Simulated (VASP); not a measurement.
Runs of VASP 6.6.1 on BN. The structure is that of space group F-43m (No. 216), or close to it. The cells are those of the table. 

```tsv
cell	gap on the mesh (eV)
a = 2.629 Å, angles 60.0°, 2 atoms	(a)
a = 2.655 Å, angles 60.0°, 2 atoms	4.83
a = 2.501 Å, angles 60.0°, 2 atoms	5.05
a = 2.603 Å, angles 60.0°, 2 atoms	(b)
a = 2.476 Å, angles 60.0°, 2 atoms	5.09
```

Alike in all rows: task dielectric tensor; level r2SCAN; potentials or basis VASP PAW PBE potentials, release 64 (B, N); no spin polarisation; k mesh 10 × 10 × 10; cutoff (eV) 520; smearing gaussian 0.01 eV.

Estimate the missing entries.

(a) 4.87; (b) 4.91.

A k mesh can miss the band edges.
